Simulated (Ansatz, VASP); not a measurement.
**Al in VASP and in Ansatz**

```xyz
8
Lattice="-2.8144 0.0000 0.0000 -1.4072 -2.4374 0.0000 -2.2281 -1.8280 18.4821" Properties=species:S:1:pos:R:3 pbc="T T T"
Al   -4.2216   -2.4374    1.1551
Al   -4.2216   -2.4374   10.3962
Al   -1.4072   -0.8125   12.7064
Al   -1.4072   -0.8125    3.4654
Al    0.0000    0.0000   15.0167
Al    0.0000    0.0000    5.7757
Al   -2.8144   -1.6249   17.3270
Al   -2.8144   -1.6249    8.0859
```

Alike in both runs: task single point; functional PBE; dispersion D3(BJ); k mesh 16 × 16 × 2; occupations gaussian, width 0.15 eV; no spin polarisation.

```csv
,VASP,Ansatz
version,VASP 6.6.1,Ansatz 0.2.0
potentials or method,"VASP PAW PBE potentials, release 64 (Al), cutoff 520 eV","scalar-relativistic, plane waves, PAW"
valence electrons in the cell,24,24
```

```csv
,VASP,Ansatz,Ansatz less VASP
gap on the k mesh at the Fermi level (eV),none,none,-
pressure (GPa),1.6,1.6,0.00
"traceless stress, the component that is largest in VASP (GPa)",3.22,3.21,-0.005
rms of the force components (eV/Å),0.444,0.444,-0.0004
```

Atom by atom the forces differ by 0.001 eV/Å (rms over components). A gap of «none» marks a metal or a gap that the smearing closes.
